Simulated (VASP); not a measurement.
# Nb (P6_3/mmc) in VASP: a series of runs, part 2 of 2

VASP 6.6.1. Earlier steps stand in the parts before.

## Step 3: Single point, revPBE (volume scaled by 0.96)

INCAR

```
PREC = Accurate
ENCUT = 520
EDIFF = 1E-6
ISMEAR = -1
SIGMA = 0.1
LREAL = False
LASPH = True
NELM = 80
ALGO = Normal
ISIF = 2
LWAVE = False
LCHARG = False
GGA = RE
NBANDS = 34
```

KPOINTS

```
regular mesh
0
Gamma
  14 14 4
```

POSCAR

```
Nb
1.0
    2.8402068955      0.0000000000      0.0000000000
   -1.4201034477      2.4596913235      0.0000000000
    0.0000000000      0.0000000000     10.4019870201
Nb
4
Direct
    1.0000000000      0.0000000000      0.0000000000
    0.0000000000      0.0000000000      0.5000000000
    0.3333333333      0.6666666667      0.2500000000
    0.6666666667      0.3333333333      0.7500000000
```

Potentials or basis: VASP PAW PBE potentials, release 64 (Nb_sv).

Launch:

```console
cat potpaw_PBE.64/Nb_sv/POTCAR > POTCAR
mpirun -np 1 vasp_std > vasp.out
```

OUTCAR:

```text
PREC = Accurate
   ENCUT = 520
   EDIFF = 1E-6
   ISMEAR = -1
   LREAL = False
   LASPH = True
   NELM = 80
   ISIF = 2
   GGA = RE

 ion  position               nearest neighbor table
   1  0.000  0.000  0.000-
   2  0.000  0.000  0.500-
   3  0.333  0.667  0.250-
   4  0.667  0.333  0.750-

  LATTYP: Found a hexagonal cell.
 ALAT       =     2.8402068955
 C/A-ratio  =     3.6624046778

  Lattice vectors:

 A1 = (   2.8402068955,   0.0000000000,   0.0000000000)
 A2 = (  -1.4201034477,   2.4596913235,   0.0000000000)
 A3 = (   0.0000000000,   0.0000000000,  10.4019870201)

Analysis of symmetry for initial positions (statically):
=====================================================================
 Subroutine PRICEL returns:
 Original cell was already a primitive cell.

 Routine SETGRP: Setting up the symmetry group for a
 hexagonal supercell.

 Subroutine GETGRP returns: Found 24 space group operations
 (whereof 12 operations were pure point group operations)
 out of a pool of 24 trial point group operations.

The static configuration has the point symmetry D_3d.
 The point group associated with its full space group is D_6h.

Analysis of symmetry for dynamics (positions and initial velocities):
=====================================================================
 Subroutine PRICEL returns:
 Original cell was already a primitive cell.

 Routine SETGRP: Setting up the symmetry group for a
 hexagonal supercell.

 Subroutine GETGRP returns: Found 24 space group operations
 (whereof 12 operations were pure point group operations)
[... 117 lines left out ...]
   PSTRESS=    0.0 pullay stress
   NELECT =      52.0000    total number of electrons
   NUPDOWN=      -1.0000    fix difference up-down
   EMIN   =  10.00;   EMAX   =-10.00  energy-range for DOS
   EFERMI =   0.00;   METHOD = LEGACY
   ISMEAR =    -1;   SIGMA  =   0.10  broadening in eV -4-tet -1-fermi 0-gaus
   EFERMI_NEDOS =   21; number of points for ismear=-14 and -15
   IALGO  =     38    algorithm
   IMIX   =      4    mixing-type and parameters
     AMIX     =   0.40;   BMIX     =  1.00
     AMIX_MAG =   1.60;   BMIX_MAG =  1.00
  volume/ion in A,a.u.               =      18.17       122.60
  Fermi-wavevector in a.u.,A,eV,Ry     =   1.464290  2.767106 29.172851  2.144144
  Thomas-Fermi vector in A             =   2.580283
   LORBIT       =      0    0 simple, 1 ext, 2 COOP (PROOUT), +10 PAW based schemes
   GGA     = RE    functional components
   LHFCALC =     F    Hartree Fock is set to
   AEXX    =    0.0000 exact exchange contribution
   IVDW    =     0    specifies the selected vdW correction
   LEPSILON=     F    determine dielectric tensor
   LRPA    =     F    only Hartree local field effects (RPA)
 non-spin polarized calculation
  energy-cutoff  :      520.00
  volume of cell :       72.67
 maximum number of plane-waves:      1976
 NGX is ok and might be reduce to    24
   NGX = 11   NGY = 11   NGZ = 39

 number of electron      51.9999998 magnetization

 Free energy of the ion-electron system (eV)
  ---------------------------------------------------
  ext. energy  EPLUGINS =         0.00000000
  ---------------------------------------------------
  free energy    TOTEN  =       -38.14036439 eV

  energy without entropy =      -37.96789670  energy(sigma->0) =      -38.05413055

 E-fermi :  11.4526     XC(G=0): -12.3923

 val. band max:       11.4401452421   @ k =   0.0714   0.0714   0.2500
 cond. band min:      11.4542511144   @ k =   0.0714   0.0000   0.0000
 fundamental gap:      0.0141058723
 Fermi energy:        11.4525742945

 k-point     1 :       0.0000    0.0000    0.0000
  band No.  band energies     occupation
      1     -43.2685      2.00000
      2     -43.2121      2.00000
      3     -43.1871      2.00000
      4     -43.1296      2.00000
      5     -19.7810      2.00000
      6     -19.3063      2.00000
[... 877 lines left out ...]
     33      14.7848      0.00000
     34      15.4055      0.00000

 [... further k-points ...]

------------------------ aborting loop because EDIFF is reached ----------------------------------------

  FORCE on cell =-STRESS in cart. coord.  units (eV):
  Direction    XX          YY          ZZ          XY          YZ          ZX
  --------------------------------------------------------------------------------------
  -------------------------------------------------------------------------------------
  Total        3.0885265      3.0885265      2.7395985      0.0000000     -0.0000000      0.0000000
  in kB       68.0949689     68.0949689     60.4019010      0.0000000     -0.0000000      0.0000000
  external PRESSURE =      65.5306130 kB  Pullay stress =       0.0000000 kB

 VOLUME and BASIS-vectors are now :
 -----------------------------------------------------------------------------
  energy-cutoff  :      520.00
  volume of cell :       72.67
      direct lattice vectors                 reciprocal lattice vectors
     2.840206896  0.000000000  0.000000000     0.352087026  0.203277539  0.000000000
    -1.420103448  2.459691323  0.000000000     0.000000000  0.406555079  0.000000000
     0.000000000  0.000000000 10.401987020     0.000000000  0.000000000  0.096135479

 POSITION                                       TOTAL-FORCE (eV/Angst)
 -----------------------------------------------------------------------------------
      0.00000      0.00000      0.00000        -0.000000     -0.000000     -0.000000
      0.00000      0.00000      5.20099        -0.000000     -0.000000     -0.000000
     -0.00000      1.63979      2.60050        -0.000000      0.000000     -0.000000
      1.42010      0.81990      7.80149         0.000000     -0.000000      0.000000
 -----------------------------------------------------------------------------------
    total drift:                               -0.000000      0.000000     -0.000000

  FREE ENERGIE OF THE ION-ELECTRON SYSTEM (eV)
  ---------------------------------------------------
  free  energy   TOTEN  =       -38.1403643915 eV

  energy  without entropy=      -37.9678967049  energy(sigma->0) =      -38.05413055
```

Wall time 73 s (1 thread of Intel Xeon 6975P-C (Granite Rapids), shared host); peak memory 0.27 GiB.

Results:

```
Free energy            : -38.1404 eV
Pressure               : 6.6 GPa
Band gap on the k mesh : zero (band 26 reaches 12.47 eV, above the bottom of band 27 at 10.92 eV)
```

Caveat: the cell differs from its parent crystal (volume scaled by 0.96); the PAW data sets were made with another functional, which shifts forces and pressure a little.

## Step 4: Single point, revPBE

This run uses another cell than the first one, of 18.92 Å³/atom, 1.087 times its volume.

INCAR

```
PREC     = Accurate       # precision mode
ENCUT    = 520            # plane-wave cutoff, eV
EDIFF    = 1E-6           # SCF threshold, eV
ISMEAR   = -1             # smearing method
SIGMA    = 0.1            # smearing width, eV
LREAL    = F              # projectors in reciprocal space
LASPH    = T              # aspherical terms in the spheres
NELM     = 100            # most SCF steps
ALGO     = Normal         # electronic algorithm
ISIF     = 2              # what is computed and relaxed
LWAVE    = F              # write WAVECAR
LCHARG   = F              # write CHGCAR
GGA      = RE             # functional
NBANDS   = 34             # bands
```

KPOINTS is that of step 3.

POSCAR

```
Nb
1.0
    2.8791186746      0.0000000000      0.0000000000
   -1.4395593373      2.4933899127      0.0000000000
    0.0000000000      0.0000000000     10.5444977020
Nb
4
Direct
    1.0000000000      0.0000000000      0.0000000000
    0.0000000000      0.0000000000      0.5000000000
    0.3333333333      0.6666666667      0.2500000000
    0.6666666667      0.3333333333      0.7500000000
```

Potentials or basis: VASP PAW PBE potentials, release 64 (Nb_sv).

Launch:

```console
cat potpaw_PBE.64/Nb_sv/POTCAR > POTCAR
mpirun -np 1 vasp_std > vasp.out
```

OUTCAR:

```text
PREC = Accurate
   ENCUT = 520
   EDIFF = 1E-6
   ISMEAR = -1
   LREAL = F
   LASPH = T
   NELM = 100
   ISIF = 2
   GGA = RE

 ion  position               nearest neighbor table
   1  0.000  0.000  0.000-
   2  0.000  0.000  0.500-
   3  0.333  0.667  0.250-
   4  0.667  0.333  0.750-

  LATTYP: Found a hexagonal cell.
 ALAT       =     2.8791186746
 C/A-ratio  =     3.6624046779

  Lattice vectors:

 A1 = (   2.8791186746,   0.0000000000,   0.0000000000)
 A2 = (  -1.4395593373,   2.4933899127,   0.0000000000)
 A3 = (   0.0000000000,   0.0000000000,  10.5444977020)

Analysis of symmetry for initial positions (statically):
=====================================================================
 Subroutine PRICEL returns:
 Original cell was already a primitive cell.

 Routine SETGRP: Setting up the symmetry group for a
 hexagonal supercell.

 Subroutine GETGRP returns: Found 24 space group operations
 (whereof 12 operations were pure point group operations)
 out of a pool of 24 trial point group operations.

The static configuration has the point symmetry D_3d.
 The point group associated with its full space group is D_6h.

Analysis of symmetry for dynamics (positions and initial velocities):
=====================================================================
 Subroutine PRICEL returns:
 Original cell was already a primitive cell.

 Routine SETGRP: Setting up the symmetry group for a
 hexagonal supercell.

 Subroutine GETGRP returns: Found 24 space group operations
 (whereof 12 operations were pure point group operations)
 out of a pool of 24 trial point group operations.

[... 111 lines left out ...]
   ISIF   =      2    stress and relaxation
   ISYM   =      2    0-nonsym 1-usesym 2-fastsym
   POTIM  = 0.5000    time-step for ionic-motion
   TEBEG  =    0.0;   TEEND  =   0.0 temperature during run
   PSTRESS=    0.0 pullay stress
   NELECT =      52.0000    total number of electrons
   NUPDOWN=      -1.0000    fix difference up-down
   EMIN   =  10.00;   EMAX   =-10.00  energy-range for DOS
   EFERMI =   0.00;   METHOD = LEGACY
   ISMEAR =    -1;   SIGMA  =   0.10  broadening in eV -4-tet -1-fermi 0-gaus
   EFERMI_NEDOS =   21; number of points for ismear=-14 and -15
   IALGO  =     38    algorithm
   IMIX   =      4    mixing-type and parameters
     AMIX     =   0.40;   BMIX     =  1.00
     AMIX_MAG =   1.60;   BMIX_MAG =  1.00
  volume/ion in A,a.u.               =      18.92       127.71
  Fermi-wavevector in a.u.,A,eV,Ry     =   1.444499  2.729708 28.389628  2.086579
  Thomas-Fermi vector in A             =   2.562787
   LORBIT       =      0    0 simple, 1 ext, 2 COOP (PROOUT), +10 PAW based schemes
   GGA     = RE    functional components
   LHFCALC =     F    Hartree Fock is set to
   AEXX    =    0.0000 exact exchange contribution
   IVDW    =     0    specifies the selected vdW correction
   LEPSILON=     F    determine dielectric tensor
   LRPA    =     F    only Hartree local field effects (RPA)
 non-spin polarized calculation
  energy-cutoff  :      520.00
  volume of cell :       75.70
 maximum number of plane-waves:      2069
 NGX is ok and might be reduce to    24
   NGX = 11   NGY = 11   NGZ = 39

 number of electron      52.0000004 magnetization

 Free energy of the ion-electron system (eV)
  ---------------------------------------------------
  ext. energy  EPLUGINS =         0.00000000
  ---------------------------------------------------
  free energy    TOTEN  =       -38.19952211 eV

  energy without entropy =      -38.01945342  energy(sigma->0) =      -38.10948776

 E-fermi :  10.8845     XC(G=0): -12.1824

 val. band max:       10.8734400460   @ k =   0.3571   0.1429   0.2500
 cond. band min:      10.8953128799   @ k =   0.2143   0.2143   0.2500
 fundamental gap:      0.0218728339
 Fermi energy:        10.8845348402

 k-point     1 :       0.0000    0.0000    0.0000
  band No.  band energies     occupation
      1     -43.8808      2.00000
      2     -43.8353      2.00000
      3     -43.8096      2.00000
      4     -43.7634      2.00000
      5     -20.3282      2.00000
      6     -19.9149      2.00000
[... 877 lines left out ...]
     33      14.0703      0.00000
     34      14.5882      0.00000

 [... further k-points ...]
[... 5 lines left out ...]
  --------------------------------------------------------------------------------------
  -------------------------------------------------------------------------------------
  Total       -0.0940353     -0.0940353     -0.2339995      0.0000000     -0.0000000      0.0000000
  in kB       -1.9903341     -1.9903341     -4.9527899      0.0000000     -0.0000000      0.0000000
  external PRESSURE =      -2.9778193 kB  Pullay stress =       0.0000000 kB

 VOLUME and BASIS-vectors are now :
 -----------------------------------------------------------------------------
  energy-cutoff  :      520.00
  volume of cell :       75.70
      direct lattice vectors                 reciprocal lattice vectors
     2.879118675  0.000000000  0.000000000     0.347328510  0.200530209  0.000000000
    -1.439559337  2.493389913  0.000000000     0.000000000  0.401060418  0.000000000
     0.000000000  0.000000000 10.544497702     0.000000000  0.000000000  0.094836191

 POSITION                                       TOTAL-FORCE (eV/Angst)
 -----------------------------------------------------------------------------------
      0.00000      0.00000      0.00000        -0.000000      0.000000     -0.000000
      0.00000      0.00000      5.27225         0.000000      0.000000     -0.000000
     -0.00000      1.66226      2.63612         0.000000      0.000000     -0.000000
      1.43956      0.83113      7.90837        -0.000000      0.000000      0.000000
 -----------------------------------------------------------------------------------
    total drift:                               -0.000000      0.000000     -0.000000

  FREE ENERGIE OF THE ION-ELECTRON SYSTEM (eV)
  ---------------------------------------------------
  free  energy   TOTEN  =       -38.1995221057 eV

  energy  without entropy=      -38.0194534201  energy(sigma->0) =      -38.10948776
```

OSZICAR:

```text
N       E                     dE             d eps       ncg     rms          rms(c)
DAV:   1     0.689844751473E+03    0.68984E+03   -0.28781E+04  4904   0.161E+03
DAV:   2     0.159446816187E+02   -0.67390E+03   -0.65887E+03  5610   0.668E+02
DAV:   3    -0.363181993736E+02   -0.52263E+02   -0.50350E+02  8464   0.132E+02
DAV:   4    -0.396310105385E+02   -0.33128E+01   -0.32562E+01  8016   0.312E+01
DAV:   5    -0.398257031187E+02   -0.19469E+00   -0.19353E+00  7960   0.717E+00    0.130E+01
DAV:   6    -0.383357460734E+02    0.14900E+01   -0.31165E+00  6792   0.137E+01    0.451E+00
DAV:   7    -0.381829604617E+02    0.15279E+00   -0.13718E+00  8152   0.816E+00    0.223E+00
DAV:   8    -0.381974295173E+02   -0.14469E-01   -0.32621E-01  7536   0.338E+00    0.185E+00
DAV:   9    -0.382005628702E+02   -0.31334E-02   -0.16434E-01  7948   0.285E+00    0.228E-01
DAV:  10    -0.381994840990E+02    0.10788E-02   -0.13008E-02  7036   0.952E-01    0.863E-02
DAV:  11    -0.381995261465E+02   -0.42047E-04   -0.11524E-03  8140   0.227E-01    0.383E-02
DAV:  12    -0.381995269951E+02   -0.84863E-06   -0.66541E-05  7888   0.731E-02    0.131E-02
DAV:  13    -0.381995217094E+02    0.52857E-05   -0.11540E-05  7672   0.309E-02    0.445E-03
DAV:  14    -0.381995221057E+02   -0.39631E-06   -0.61905E-07  4064   0.755E-03
   1 F= -.38199522E+02 E0= -.38109488E+02  d E =-.180069E+00
```

stdout:

```text
POSCAR found type information on POSCAR Nb
 POSCAR found :  1 types and       4 ions
 scaLAPACK will be used
 -----------------------------------------------------------------------------
|                                                                             |
|                                                                             |
|     You enforced a specific xc type in the INCAR file but a different       |
|     I HOPE YOU KNOW WHAT YOU ARE DOING!                                     |
|                                                                             |
 -----------------------------------------------------------------------------

 LDA part: xc-table for (Slater+PW92), standard interpolation
 POSCAR, INCAR and KPOINTS ok, starting setup
 FFT: planning ... GRIDC
 FFT: planning ... GRID_SOFT
 FFT: planning ... GRID
 WAVECAR not read
 entering main loop
```

Wall time 76 s (1 thread of Intel Xeon 6975P-C (Granite Rapids), shared host); peak memory 0.28 GiB.

What came out:

```
Free energy            : -38.1995 eV
Pressure               : -0.3 GPa
Band gap on the k mesh : zero (band 26 reaches 11.81 eV, above the bottom of band 27 at 10.41 eV)
```

Caveat: the PAW data sets were made with another functional, which shifts forces and pressure a little.

## Step 5: Summary

| cell | gap on the mesh (eV) | pressure (GPa) |
| --- | --- | --- |
| a = 2.800, b = 2.800, c = 10.255 Å, angles 90.0, 90.0, 120.0°, 4 atoms | none | 14.9 |
| a = 2.840, b = 2.840, c = 10.402 Å, angles 90.0, 90.0, 120.0°, 4 atoms | none | 6.6 |
| a = 2.879, b = 2.879, c = 10.544 Å, angles 90.0, 90.0, 120.0°, 4 atoms | none | -0.3 |

Alike in all rows: task single point; level revPBE; potentials or basis VASP PAW PBE potentials, release 64 (Nb_sv); no spin polarisation; k mesh 14 × 14 × 4; cutoff (eV) 520; smearing fermi-dirac 0.1 eV.

Caveats: the PAW data sets were made with another functional, which shifts forces and pressure a little.

Total energies depend on the potentials used, so only differences within one code and one set of settings carry meaning.
